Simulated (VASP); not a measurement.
# Zn (Pm-3m) in VASP: notebook

Zn is run at these levels: BLYP; tasks: single point.

Everything below comes from runs of VASP 6.6.1. Logs are shortened: lines on timing, memory, paths and dates and some standing lists are left out, and cuts for length are marked.

## 1. The cell of the first run

The structure is cubic, space group Pm-3m (No. 221). Conventional cell: a = 2.691 Å, b = 2.691 Å, c = 2.691 Å, α = 90.00°, β = 90.00°, γ = 90.00°. Zn (site symmetry m-3m) has 6 Zn at 2.69 Å within 3.5 Å.

## 2. Single point, BLYP (volume scaled by 0.96)

Input file INCAR:

```
AGGAC = 1.0
AGGAX = 1.0
ALDAC = 0.0
ALDAX = 1.0
ALGO = Normal
EDIFF = 1E-6
ENCUT = 520
GGA = B5
ISIF = 2
ISMEAR = -1
LASPH = T
LCHARG = F
LREAL = F
LWAVE = F
NBANDS = 12
NELM = 80
PREC = Accurate
SIGMA = 0.1
```

Input file KPOINTS:

```
k-points
0
Gamma
  13 13 13
```

Input file POSCAR:

```
Zn
1.0
    2.6907252277      0.0000000000      0.0000000000
    0.0000000000      2.6907252277      0.0000000000
    0.0000000000      0.0000000000      2.6907252277
Zn
1
Direct
    0.0000000000      0.0000000000      0.0000000000
```

Potentials or basis: VASP PAW PBE potentials, release 64 (Zn).

Run with:

```sh
cat potpaw_PBE.64/Zn/POTCAR > POTCAR
mpirun -np 1 vasp_std > vasp.out
```

OUTCAR:

```text
EDIFF = 1E-6
   ENCUT = 520
   GGA = B5
   ISIF = 2
   ISMEAR = -1
   LASPH = T
   LREAL = F
   NELM = 80
   PREC = Accurate

 ion  position               nearest neighbor table
   1  0.000  0.000  0.000-

  LATTYP: Found a simple cubic cell.
 ALAT       =     2.6907252277

  Lattice vectors:

 A1 = (   2.6907252277,   0.0000000000,   0.0000000000)
 A2 = (   0.0000000000,   2.6907252277,   0.0000000000)
 A3 = (   0.0000000000,   0.0000000000,   2.6907252277)

Analysis of symmetry for initial positions (statically):
=====================================================================
 Subroutine PRICEL returns:
 Original cell was already a primitive cell.

 Routine SETGRP: Setting up the symmetry group for a
 simple cubic supercell.

 Subroutine GETGRP returns: Found 48 space group operations
 (whereof 48 operations were pure point group operations)
 out of a pool of 48 trial point group operations.

The static configuration has the point symmetry O_h .

Analysis of symmetry for dynamics (positions and initial velocities):
=====================================================================
 Subroutine PRICEL returns:
 Original cell was already a primitive cell.

 Routine SETGRP: Setting up the symmetry group for a
 simple cubic supercell.

 Subroutine GETGRP returns: Found 48 space group operations
 (whereof 48 operations were pure point group operations)
 out of a pool of 48 trial point group operations.

The dynamic configuration has the point symmetry O_h .

 Subroutine INISYM returns: Found 48 space group operations
 (whereof 48 operations are pure point group operations),
 and found     1 'primitive' translations

----------------------------------------------------------------------------------------

                                     Primitive cell

  volume of cell :      19.4809

  direct lattice vectors                    reciprocal lattice vectors
     2.690725228  0.000000000  0.000000000     0.371647015  0.000000000  0.000000000
     0.000000000  2.690725228  0.000000000     0.000000000  0.371647015  0.000000000
     0.000000000  0.000000000  2.690725228     0.000000000  0.000000000  0.371647015

  length of vectors
     2.690725228  2.690725228  2.690725228     0.371647015  0.371647015  0.371647015

  position of ions in fractional coordinates (direct lattice)
     0.000000000  0.000000000  0.000000000

  ion indices of the primitive-cell ions
   primitive index   ion index
                 1           1

----------------------------------------------------------------------------------------

 KPOINTS: k-points

Automatic generation of k-mesh.
 Grid dimensions read from file:
 generate k-points for:   13   13   13

 Generating k-lattice:

  Cartesian coordinates                     Fractional coordinates (reciprocal lattice)
     0.028588232  0.000000000  0.000000000     0.076923077  0.000000000  0.000000000
     0.000000000  0.028588232  0.000000000     0.000000000  0.076923077  0.000000000
     0.000000000  0.000000000  0.028588232     0.000000000  0.000000000  0.076923077

  Length of vectors
     0.028588232  0.028588232  0.028588232

  Shift w.r.t. Gamma in fractional coordinates (k-lattice)
     0.000000000  0.000000000  0.000000000

 Subroutine IBZKPT returns following result:
 ===========================================

 Found     84 irreducible k-points:

 Following reciprocal coordinates:
            Coordinates               Weight
  0.000000  0.000000  0.000000      1.000000
  0.076923  0.000000  0.000000      6.000000
  0.153846  0.000000  0.000000      6.000000
  0.230769  0.000000  0.000000      6.000000
  0.307692  0.000000  0.000000      6.000000
  0.384615  0.000000  0.000000      6.000000
[... 16 lines left out ...]
  0.307692  0.307692  0.000000     12.000000
  0.384615  0.307692  0.000000     24.000000
 [... further k-points ...]
   k-points           NKPTS =     84   k-points in BZ     NKDIM =     84   number of bands    NBANDS=     12
   number of dos      NEDOS =    301   number of ions     NIONS =      1
   total plane-waves  NPLWV =   8000
   dimension x,y,z NGX =    20 NGY =   20 NGZ =   20
   dimension x,y,z NGXF=    40 NGYF=   40 NGZF=   40
   ions per type =               1
   NGX,Y,Z   is equivalent  to a cutoff of  12.36, 12.36, 12.36 a.u.
   NGXF,Y,Z  is equivalent  to a cutoff of  24.71, 24.71, 24.71 a.u.
 SYSTEM =  unknown system
   PREC   = accura    normal or accurate (medium, high low for compatibility)
   ISTART =      0    job   : 0-new  1-cont  2-samecut
   ICHARG =      2    charge: 1-file 2-atom 10-const
   ISPIN  =      1    spin polarized calculation?
   LNONCOLLINEAR =      F non collinear calculations
   LSORBIT =      F    spin-orbit coupling
   LASPH  =      T    aspherical Exc in radial PAW
   ENCUT  =  520.0 eV  38.22 Ry    6.18 a.u.   5.00  5.00  5.00*2*pi/ulx,y,z
   NELM   =     80;   NELMIN=  2; NELMDL= -5     # of ELM steps
   EDIFF  = 0.1E-05   stopping-criterion for ELM
   LREAL  =      F    real-space projection
[... 7 lines left out ...]
   TEBEG  =    0.0;   TEEND  =   0.0 temperature during run
   PSTRESS=    0.0 pullay stress
   NELECT =      12.0000    total number of electrons
   NUPDOWN=      -1.0000    fix difference up-down
   EMIN   =  10.00;   EMAX   =-10.00  energy-range for DOS
   EFERMI =   0.00;   METHOD = LEGACY
   ISMEAR =    -1;   SIGMA  =   0.10  broadening in eV -4-tet -1-fermi 0-gaus
   EFERMI_NEDOS =   21; number of points for ismear=-14 and -15
   IALGO  =     38    algorithm
   IMIX   =      4    mixing-type and parameters
     AMIX     =   0.40;   BMIX     =  1.00
     AMIX_MAG =   1.60;   BMIX_MAG =  1.00
  volume/ion in A,a.u.               =      19.48       131.46
  Fermi-wavevector in a.u.,A,eV,Ry     =   1.392940  2.632276 26.399156  1.940283
  Thomas-Fermi vector in A             =   2.516635
   LORBIT       =      0    0 simple, 1 ext, 2 COOP (PROOUT), +10 PAW based schemes
   GGA     = B5    functional components
   LHFCALC =     F    Hartree Fock is set to
   AEXX    =    0.0000 exact exchange contribution
   IVDW    =     0    specifies the selected vdW correction
   LEPSILON=     F    determine dielectric tensor
   LRPA    =     F    only Hartree local field effects (RPA)
 non-spin polarized calculation
  energy-cutoff  :      520.00
  volume of cell :       19.48
 maximum number of plane-waves:       537
   NGX = 11   NGY = 11   NGZ = 11

 number of electron      12.0000026 magnetization

 Free energy of the ion-electron system (eV)
  ---------------------------------------------------
  ext. energy  EPLUGINS =         0.00000000
  ---------------------------------------------------
  free energy    TOTEN  =        -0.31928943 eV

  energy without entropy =       -0.30893700  energy(sigma->0) =       -0.31411322

 E-fermi :   1.8781     XC(G=0):  -9.6542

 val. band max:        1.7776088111   @ k =   0.4615   0.2308   0.1538
 cond. band min:       2.0126625543   @ k =   0.3846   0.0000   0.0000
 fundamental gap:      0.2350537432
 Fermi energy:         1.8781064665

 k-point     1 :       0.0000    0.0000    0.0000
  band No.  band energies     occupation
      1      -6.6547      2.00000
      2      -6.0083      2.00000
      3      -6.0083      2.00000
      4      -5.0021      2.00000
      5      -5.0021      2.00000
      6      -5.0021      2.00000
      7      13.3957      0.00000
      8      13.3957      0.00000
      9      13.3957      0.00000
     10      16.5557      0.00000
     11      16.5557      0.00000
     12      19.2473      0.00000

 k-point     2 :       0.0769    0.0000    0.0000
  band No.  band energies     occupation
      1      -6.5329      2.00000
      2      -6.0025      2.00000
      3      -5.9736      2.00000
      4      -5.0195      2.00000
      5      -5.0195      2.00000
      6      -5.0007      2.00000
      7      11.6849      0.00000
      8      13.5361      0.00000
      9      13.5361      0.00000
     10      16.6512      0.00000
     11      17.7371      0.00000
     12      20.0588      0.00000

 k-point     3 :       0.1538    0.0000    0.0000
  band No.  band energies     occupation
      1      -6.2297      2.00000
      2      -5.9862      2.00000
      3      -5.8122      2.00000
      4      -5.0670      2.00000
      5      -5.0670      2.00000
      6      -4.9967      2.00000
      7       9.0821      0.00000
      8      13.9501      0.00000
      9      13.9501      0.00000
     10      16.9394      0.00000
     11      18.4984      0.00000
     12      22.7272      0.00000
[... 286 lines left out ...]
 k-point    23 :       0.3077    0.3077    0.0000
  band No.  band energies     occupation
      1      -5.8277      2.00000
      2      -5.6185      2.00000
      3      -5.2697      2.00000
      4      -5.1810      2.00000
      5      -5.1662      2.00000
      6      -2.4688      2.00000
      7       5.2958      0.00000
      8       7.0176      0.00000
      9      14.7838      0.00000
     10      17.5969      0.00000
     11      20.6117      0.00000
     12      26.3820      0.00000

 k-point    24 :       0.3846    0.3077    0.0000
  band No.  band energies     occupation
      1      -5.7992      2.00000
      2      -5.7028      2.00000
      3      -5.2275      2.00000
      4      -5.1648      2.00000
      5      -5.1446      2.00000
      6      -1.3450      2.00000
      7       3.7560      0.00000
      8       7.4137      0.00000
      9      12.8981      0.00000
     10      18.6010      0.00000
     11      21.4849      0.00000
     12      25.1948      0.00000

 [... further k-points ...]

------------------------ aborting loop because EDIFF is reached ----------------------------------------

  FORCE on cell =-STRESS in cart. coord.  units (eV):
  Direction    XX          YY          ZZ          XY          YZ          ZX
  --------------------------------------------------------------------------------------
  -------------------------------------------------------------------------------------
  Total        0.1767360      0.1767360      0.1767360      0.0000000      0.0000000     -0.0000000
  in kB       14.5354175     14.5354175     14.5354175      0.0000000      0.0000000     -0.0000000
  external PRESSURE =      14.5354175 kB  Pullay stress =       0.0000000 kB

 VOLUME and BASIS-vectors are now :
 -----------------------------------------------------------------------------
  energy-cutoff  :      520.00
  volume of cell :       19.48
      direct lattice vectors                 reciprocal lattice vectors
     2.690725228  0.000000000  0.000000000     0.371647015  0.000000000  0.000000000
     0.000000000  2.690725228  0.000000000     0.000000000  0.371647015  0.000000000
     0.000000000  0.000000000  2.690725228     0.000000000  0.000000000  0.371647015

 POSITION                                       TOTAL-FORCE (eV/Angst)
 -----------------------------------------------------------------------------------
      0.00000      0.00000      0.00000         0.000000      0.000000      0.000000
 -----------------------------------------------------------------------------------
    total drift:                               -0.000000      0.000000      0.000000

  FREE ENERGIE OF THE ION-ELECTRON SYSTEM (eV)
  ---------------------------------------------------
  free  energy   TOTEN  =        -0.3192894307 eV

  energy  without entropy=       -0.3089370022  energy(sigma->0) =       -0.31411322
```

It took 12 s on 1 thread of Intel Xeon Platinum 8488C (Sapphire Rapids), shared host; peak memory 0.13 GiB.

What came out:

```
Free energy            : -0.3193 eV
Pressure               : 1.5 GPa
Band gap on the k mesh : zero (band 6 reaches 6.06 eV, above the bottom of band 7 at 0.12 eV)
```

Caveat: the cell differs from its parent crystal (volume scaled by 0.96); the PAW data sets were made with another functional, which shifts forces and pressure a little.

## 3. Single point, BLYP

This run uses another cell than the first one, of 20.29 Å³/atom, 1.042 times its volume.

Input file INCAR:

```
PREC     = Accurate       # precision mode
ENCUT    = 520            # plane-wave cutoff, eV
EDIFF    = 1E-6           # SCF threshold, eV
ISMEAR   = -1             # smearing method
SIGMA    = 0.1            # smearing width, eV
LREAL    = False          # projectors in reciprocal space
LASPH    = True           # aspherical terms in the spheres
NELM     = 60             # most SCF steps
ALGO     = Normal         # electronic algorithm
ISIF     = 2              # what is computed and relaxed
LWAVE    = False          # write WAVECAR
LCHARG   = False          # write CHGCAR
GGA      = B5             # functional
ALDAX    = 1.0          
AGGAX    = 1.0          
AGGAC    = 1.0          
ALDAC    = 0.0          
NBANDS   = 12             # bands
```

Input file KPOINTS:

```
regular mesh
0
Gamma
  12 12 12
```

Input file POSCAR:

```
Zn
1.0
    2.7275890583      0.0000000000      0.0000000000
    0.0000000000      2.7275890583      0.0000000000
    0.0000000000      0.0000000000      2.7275890583
Zn
1
Direct
    0.0000000000      0.0000000000      0.0000000000
```

Potentials or basis: VASP PAW PBE potentials, release 64 (Zn).

Run with:

```sh
cat potpaw_PBE.64/Zn/POTCAR > POTCAR
mpirun -np 1 vasp_std > vasp.out
```

OUTCAR:

```text
PREC = Accurate
   ENCUT = 520
   EDIFF = 1E-6
   ISMEAR = -1
   LREAL = False
   LASPH = True
   NELM = 60
   ISIF = 2
   GGA = B5

 ion  position               nearest neighbor table
   1  0.000  0.000  0.000-

  LATTYP: Found a simple cubic cell.
 ALAT       =     2.7275890583

  Lattice vectors:

 A1 = (   2.7275890583,   0.0000000000,   0.0000000000)
 A2 = (   0.0000000000,   2.7275890583,   0.0000000000)
[... 536 lines left out ...]
     10      18.5404      0.00000
     11      21.5034      0.00000
     12      24.0904      0.00000

 [... further k-points ...]

------------------------ aborting loop because EDIFF is reached ----------------------------------------

  FORCE on cell =-STRESS in cart. coord.  units (eV):
  Direction    XX          YY          ZZ          XY          YZ          ZX
  --------------------------------------------------------------------------------------
  -------------------------------------------------------------------------------------
  Total        0.0128097      0.0128097      0.0128097      0.0000000      0.0000000      0.0000000
  in kB        1.0113726      1.0113726      1.0113726      0.0000000      0.0000000      0.0000000
  external PRESSURE =       1.0113726 kB  Pullay stress =       0.0000000 kB

 VOLUME and BASIS-vectors are now :
 -----------------------------------------------------------------------------
  energy-cutoff  :      520.00
  volume of cell :       20.29
      direct lattice vectors                 reciprocal lattice vectors
     2.727589058  0.000000000  0.000000000     0.366624143  0.000000000  0.000000000
     0.000000000  2.727589058  0.000000000     0.000000000  0.366624143  0.000000000
     0.000000000  0.000000000  2.727589058     0.000000000  0.000000000  0.366624143

 POSITION                                       TOTAL-FORCE (eV/Angst)
 -----------------------------------------------------------------------------------
      0.00000      0.00000      0.00000         0.000000      0.000000      0.000000
 -----------------------------------------------------------------------------------
    total drift:                                0.000000      0.000000      0.000000

  FREE ENERGIE OF THE ION-ELECTRON SYSTEM (eV)
  ---------------------------------------------------
  free  energy   TOTEN  =        -0.3137027303 eV

  energy  without entropy=       -0.2978194517  energy(sigma->0) =       -0.30576109
```

OSZICAR:

```text
N       E                     dE             d eps       ncg     rms          rms(c)
DAV:   1     0.450329173201E+02    0.45033E+02   -0.65417E+03  2024   0.144E+03
DAV:   2     0.120461649909E+01   -0.43828E+02   -0.41693E+02  2088   0.213E+02
DAV:   3    -0.372019044633E+00   -0.15766E+01   -0.15739E+01  2364   0.409E+01
DAV:   4    -0.377327228857E+00   -0.53082E-02   -0.53080E-02  2196   0.241E+00
DAV:   5    -0.377333431871E+00   -0.62030E-05   -0.62029E-05  2336   0.786E-02    0.155E+00
DAV:   6    -0.316813540694E+00    0.60520E-01   -0.31700E-01  2328   0.108E+01    0.108E+00
DAV:   7    -0.314540240031E+00    0.22733E-02   -0.68333E-03  2120   0.143E+00    0.547E-01
DAV:   8    -0.313678202886E+00    0.86204E-03   -0.11677E-03  2256   0.343E-01    0.211E-02
DAV:   9    -0.313699674442E+00   -0.21472E-04   -0.52866E-05  2248   0.766E-02    0.136E-02
DAV:  10    -0.313702913593E+00   -0.32392E-05   -0.47185E-06  2144   0.194E-02    0.179E-03
DAV:  11    -0.313702730332E+00    0.18326E-06   -0.22247E-07  1244   0.803E-03
   1 F= -.31370273E+00 E0= -.30576109E+00  d E =-.158833E-01
```

It took 10 s on 1 thread of Intel Xeon Platinum 8488C (Sapphire Rapids), shared host; peak memory 0.11 GiB.

What came out:

```yaml
Free_energy: -0.3137 eV
Pressure: 0.1 GPa
Band_gap_on_the_k_mesh: zero (band 6 reaches 6.60 eV, above the bottom of band 7 at -0.54 eV)
```

Caveat: the PAW data sets were made with another functional, which shifts forces and pressure a little.

(Continued in part 2 of 2.)
